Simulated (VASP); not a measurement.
# CsH (I4/mmm) in VASP: a series of runs

Runs on CsH. Level: LDA. Tasks: single point.

Everything below comes from runs of VASP 6.6.1. Logs are shortened: lines on timing, memory, paths and dates and some standing lists are left out, and cuts for length are marked.

**1. The cell of the first run**

It takes space group I4/mmm (No. 139, tetragonal). The conventional cell has a = 4.328 Å, b = 4.328 Å, c = 6.376 Å, α = 90.00°, β = 90.00°, γ = 90.00°. Cs (site symmetry 4/mmm) has 6 H at 3.06 to 3.19 Å within 4.0 Å. H (site symmetry 4/mmm) has 6 Cs at 3.06 to 3.19 Å within 4.0 Å.

**2. Single point, LDA (strain -0.040 along x and y, +0.000 along z)**

Input file INCAR:

```
SYSTEM = CsH
PREC = Accurate
ENCUT = 520
EDIFF = 1E-7
ISMEAR = 0
SIGMA = 0.05
LREAL = .False.
LASPH = .True.
NELM = 80
ALGO = Normal
ISIF = 2
LWAVE = .False.
LCHARG = .False.
GGA = CA
NBANDS = 12
```

Input file KPOINTS:

```
Automatic mesh
0
Gamma
  8 8 8
  0 0 0
```

Input file POSCAR:

```
CsH
1.0
    0.0000000000      3.0604800000      3.1880000000
    3.0604800000      0.0000000000      3.1880000000
    3.0604800000      3.0604800000      0.0000000000
Cs H
1 1
Direct
    0.0000000000      0.0000000000      0.0000000000
    0.5000000000      0.5000000000      0.5000000000
```

Potentials or basis: VASP PAW LDA potentials, release 64 (Cs_sv, H).

The run is started by

```console
cat potpaw_LDA.64/Cs_sv/POTCAR potpaw_LDA.64/H/POTCAR > POTCAR
mpirun -np 1 vasp_std > vasp.out
```

OUTCAR:

```text
SYSTEM = CsH
   PREC = Accurate
   ENCUT = 520
   EDIFF = 1E-7
   ISMEAR = 0
   LREAL = .False.
   LASPH = .True.
   NELM = 80
   ISIF = 2
   GGA = CA

 ion  position               nearest neighbor table
   1  0.000  0.000  0.000-
   2  0.500  0.500  0.500-

  LATTYP: Found a body centered tetragonal cell.
 ALAT       =     4.3281723234
 C/A-ratio  =     1.4731391275

  Lattice vectors:

 A1 = (  -3.0604800000,   0.0000000000,   3.1880000000)
 A2 = (   3.0604800000,   0.0000000000,   3.1880000000)
 A3 = (   0.0000000000,   3.0604800000,  -3.1880000000)

Analysis of symmetry for initial positions (statically):
=====================================================================
 Subroutine PRICEL returns:
 Original cell was already a primitive cell.

 Routine SETGRP: Setting up the symmetry group for a
 body centered tetragonal supercell.

 Subroutine GETGRP returns: Found 16 space group operations
 (whereof 16 operations were pure point group operations)
 out of a pool of 16 trial point group operations.

The static configuration has the point symmetry D_4h.

Analysis of symmetry for dynamics (positions and initial velocities):
=====================================================================
 Subroutine PRICEL returns:
 Original cell was already a primitive cell.

 Routine SETGRP: Setting up the symmetry group for a
 body centered tetragonal supercell.

 Subroutine GETGRP returns: Found 16 space group operations
 (whereof 16 operations were pure point group operations)
 out of a pool of 16 trial point group operations.

The dynamic configuration has the point symmetry D_4h.

 Subroutine INISYM returns: Found 16 space group operations
 (whereof 16 operations are pure point group operations),
 and found     1 'primitive' translations

----------------------------------------------------------------------------------------

                                     Primitive cell

  volume of cell :      59.7210

  direct lattice vectors                    reciprocal lattice vectors
     0.000000000  3.060480000  3.188000000    -0.163373066  0.163373066  0.156838143
     3.060480000  0.000000000  3.188000000     0.163373066 -0.163373066  0.156838143
     3.060480000  3.060480000  0.000000000     0.163373066  0.163373066 -0.156838143

  length of vectors
     4.419262589  4.419262589  4.328172323     0.279248492  0.279248492  0.279248492

[... 83 lines left out ...]
   NSW    =      0    number of steps for IOM
   IBRION =     -1    ionic relax: 0-MD 1-quasi-New 2-CG
   NFREE  =      0    steps in history (QN), initial steepest desc. (CG)
   ISIF   =      2    stress and relaxation
   ISYM   =      2    0-nonsym 1-usesym 2-fastsym
   POTIM  = 0.5000    time-step for ionic-motion
   TEBEG  =    0.0;   TEEND  =   0.0 temperature during run
   PSTRESS=    0.0 pullay stress
   NELECT =      10.0000    total number of electrons
   NUPDOWN=      -1.0000    fix difference up-down
   EMIN   =  10.00;   EMAX   =-10.00  energy-range for DOS
   EFERMI =   0.00;   METHOD = LEGACY
   ISMEAR =     0;   SIGMA  =   0.05  broadening in eV -4-tet -1-fermi 0-gaus
   EFERMI_NEDOS =   21; number of points for ismear=-14 and -15
   IALGO  =     38    algorithm
   IMIX   =      4    mixing-type and parameters
     AMIX     =   0.40;   BMIX     =  1.00
     AMIX_MAG =   1.60;   BMIX_MAG =  1.00
  volume/ion in A,a.u.               =      29.86       201.51
  Fermi-wavevector in a.u.,A,eV,Ry     =   0.902331  1.705158 11.077871  0.814201
  Thomas-Fermi vector in A             =   2.025521
   LORBIT       =      0    0 simple, 1 ext, 2 COOP (PROOUT), +10 PAW based schemes
   GGA     = CA    functional components
   LHFCALC =     F    Hartree Fock is set to
   AEXX    =    0.0000 exact exchange contribution
   IVDW    =     0    specifies the selected vdW correction
   LEPSILON=     F    determine dielectric tensor
   LRPA    =     F    only Hartree local field effects (RPA)
 non-spin polarized calculation
 Gauss-broadening in eV      SIGMA  =   0.05
  energy-cutoff  :      520.00
  volume of cell :       59.72
 maximum number of plane-waves:      1628
 NGX is ok and might be reduce to    36
   NGX = 17   NGY = 17   NGZ = 17

 number of electron      10.0000000 magnetization

 Free energy of the ion-electron system (eV)
  ---------------------------------------------------
  ext. energy  EPLUGINS =         0.00000000
  ---------------------------------------------------
  free energy    TOTEN  =        -4.91407667 eV

  energy without entropy =       -4.91407667  energy(sigma->0) =       -4.91407667

 E-fermi :   0.6988     XC(G=0):  -7.8261

 val. band max:        0.4676702048   @ k =   0.5000   0.0000   0.0000
 cond. band min:       2.2724365726   @ k =   0.5000   0.0000   0.0000
 fundamental gap:      1.8047663678
 Fermi energy:         0.6987731006

 k-point     1 :       0.0000    0.0000    0.0000
  band No.  band energies     occupation
      1     -21.0487      2.00000
      2      -7.4300      2.00000
      3      -7.3858      2.00000
      4      -7.3858      2.00000
      5      -1.5968      2.00000
      6       5.2765      0.00000
      7       5.4975      0.00000
      8       5.4975      0.00000
      9       6.2071      0.00000
     10       7.3483      0.00000
     11       7.6401      0.00000
     12       9.0379      0.00000
[... 331 lines left out ...]
 k-point    24 :       0.3750    0.0000    0.1250
  band No.  band energies     occupation
      1     -20.9550      2.00000
      2      -8.2427      2.00000
      3      -7.5840      2.00000
      4      -7.5329      2.00000
      5      -0.1729      2.00000
      6       3.2264      0.00000
      7       4.8075      0.00000
      8       5.4677      0.00000
      9       6.7365      0.00000
     10       7.8220      0.00000
     11       8.4961      0.00000
     12      11.8128      0.00000

 [... further k-points ...]
[... 5 lines left out ...]
  --------------------------------------------------------------------------------------
  -------------------------------------------------------------------------------------
  Total       -0.0532245     -0.0532245     -0.4345815      0.0000000      0.0000000      0.0000000
  in kB       -1.4278891     -1.4278891    -11.6588152      0.0000000      0.0000000      0.0000000
  external PRESSURE =      -4.8381978 kB  Pullay stress =       0.0000000 kB

 VOLUME and BASIS-vectors are now :
 -----------------------------------------------------------------------------
  energy-cutoff  :      520.00
  volume of cell :       59.72
      direct lattice vectors                 reciprocal lattice vectors
     0.000000000  3.060480000  3.188000000    -0.163373066  0.163373066  0.156838143
     3.060480000  0.000000000  3.188000000     0.163373066 -0.163373066  0.156838143
     3.060480000  3.060480000  0.000000000     0.163373066  0.163373066 -0.156838143

 POSITION                                       TOTAL-FORCE (eV/Angst)
 -----------------------------------------------------------------------------------
      0.00000      0.00000      0.00000         0.000000      0.000000      0.000000
      3.06048      3.06048      3.18800         0.000000     -0.000000     -0.000000
 -----------------------------------------------------------------------------------
    total drift:                               -0.000000      0.000000      0.000000

  FREE ENERGIE OF THE ION-ELECTRON SYSTEM (eV)
  ---------------------------------------------------
  free  energy   TOTEN  =        -4.9140766667 eV

  energy  without entropy=       -4.9140766667  energy(sigma->0) =       -4.91407667
```

OSZICAR:

```text
N       E                     dE             d eps       ncg     rms          rms(c)
DAV:   1     0.419392356243E+02    0.41939E+02   -0.42487E+03  1416   0.698E+02
DAV:   2    -0.249814526498E+01   -0.44437E+02   -0.42317E+02  1792   0.113E+02
DAV:   3    -0.570621570462E+01   -0.32081E+01   -0.32022E+01  1748   0.326E+01
DAV:   4    -0.573047309909E+01   -0.24257E-01   -0.24256E-01  1632   0.327E+00
DAV:   5    -0.573057197530E+01   -0.98876E-04   -0.98876E-04  1832   0.215E-01    0.359E+00
DAV:   6    -0.505787451606E+01    0.67270E+00   -0.51591E-01  1616   0.288E+00    0.150E+00
DAV:   7    -0.490834613024E+01    0.14953E+00   -0.52368E-01  1668   0.252E+00    0.579E-01
DAV:   8    -0.491945278783E+01   -0.11107E-01   -0.55582E-02  1588   0.101E+00    0.294E-01
DAV:   9    -0.491398859749E+01    0.54642E-02   -0.10386E-02  1620   0.431E-01    0.308E-02
DAV:  10    -0.491409790835E+01   -0.10931E-03   -0.14237E-03  1604   0.147E-01    0.333E-02
DAV:  11    -0.491408026185E+01    0.17646E-04   -0.13282E-04  1612   0.435E-02    0.112E-02
DAV:  12    -0.491407657859E+01    0.36833E-05   -0.17459E-05  1644   0.184E-02    0.108E-03
DAV:  13    -0.491407667989E+01   -0.10130E-06   -0.12626E-06  1664   0.483E-03    0.778E-04
DAV:  14    -0.491407666668E+01    0.13208E-07   -0.33221E-08   972   0.849E-04
   1 F= -.49140767E+01 E0= -.49140767E+01  d E =-.116190E-12
```

stdout:

```text
POSCAR found type information on POSCAR CsH
 POSCAR found :  2 types and       2 ions
 scaLAPACK will be used
 LDA part: xc-table for (Slater(with rela. corr.)+CA(PZ))
 , standard interpolation
 POSCAR, INCAR and KPOINTS ok, starting setup
 FFT: planning ... GRIDC
 FFT: planning ... GRID_SOFT
 FFT: planning ... GRID
 WAVECAR not read
 entering main loop
```

Run time: 43 s. Hardware: 1 thread of Intel Xeon 6975P-C, shared host; peak memory 0.19 GiB.

What came out:

| Quantity | Value |
| --- | --- |
| Free energy | -4.9141 eV |
| Pressure | -0.5 GPa |
| Band gap on the k mesh | 1.80 eV, direct |

Stress tensor (GPa, compression positive):
```
-0.14  0.00  0.00
 0.00 -0.14  0.00
 0.00  0.00 -1.17
```

Caveat: the cell differs from its parent crystal (strain -0.040 along x and y, +0.000 along z); spin-orbit coupling is left out, which moves the levels of the heavy elements. A k mesh can miss the band edges.

**3. Single point, LDA (strain +0.000 along x and y, +0.040 along z)**

Input file INCAR:

```
PREC = Accurate
ENCUT = 520
EDIFF = 1E-6
ISMEAR = 0
SIGMA = 0.05
LREAL = F
LASPH = T
NELM = 60
ALGO = Normal
ISIF = 2
LWAVE = F
LCHARG = F
NBANDS = 12
```

Input file KPOINTS:

```
regular mesh
0
Gamma
  8 8 8
```

Input file POSCAR:

```
CsH
1.0
    0.0000000000      3.1880000000      3.3155200000
    3.1880000000      0.0000000000      3.3155200000
    3.1880000000      3.1880000000      0.0000000000
Cs H
1 1
Direct
    0.0000000000      0.0000000000      0.0000000000
    0.5000000000      0.5000000000      0.5000000000
```

Potentials or basis: VASP PAW LDA potentials, release 64 (Cs_sv, H).

The run is started by

```console
cat potpaw_LDA.64/Cs_sv/POTCAR potpaw_LDA.64/H/POTCAR > POTCAR
mpirun -np 1 vasp_std > vasp.out
```

It took 36 s on 1 thread of Intel Xeon 6975P-C, shared host; peak memory 0.2 GiB.

Results (log left out):

| Quantity | Value |
| --- | --- |
| Free energy | -4.8671 eV |
| Pressure | -1.5 GPa |
| Band gap on the k mesh | 1.98 eV, direct |

Stress tensor (GPa, compression positive):
```
-1.28  0.00  0.00
 0.00 -1.28  0.00
 0.00  0.00 -1.83
```

Levels at points of the mesh, in eV from the valence-band top:
```tsv
k point	band 3	band 4	band 5	band 6	band 7	band 8
(0.00, 0.00, 0.00)	-7.91	-7.91	-1.79	4.86	5.05	5.05
(0.50, 0.00, 0.00)	-8.04	-7.98	0.00	1.98	4.43	4.69
(0.50, 0.50, 0.00)	-8.14	-8.14	-1.13	3.00	4.94	7.72
(0.50, 0.00, 0.50)	-8.21	-8.19	-1.12	2.90	5.28	7.49
```

Caveat: the cell differs from its parent crystal (strain +0.000 along x and y, +0.040 along z); spin-orbit coupling is left out, which moves the levels of the heavy elements. A k mesh can miss the band edges.
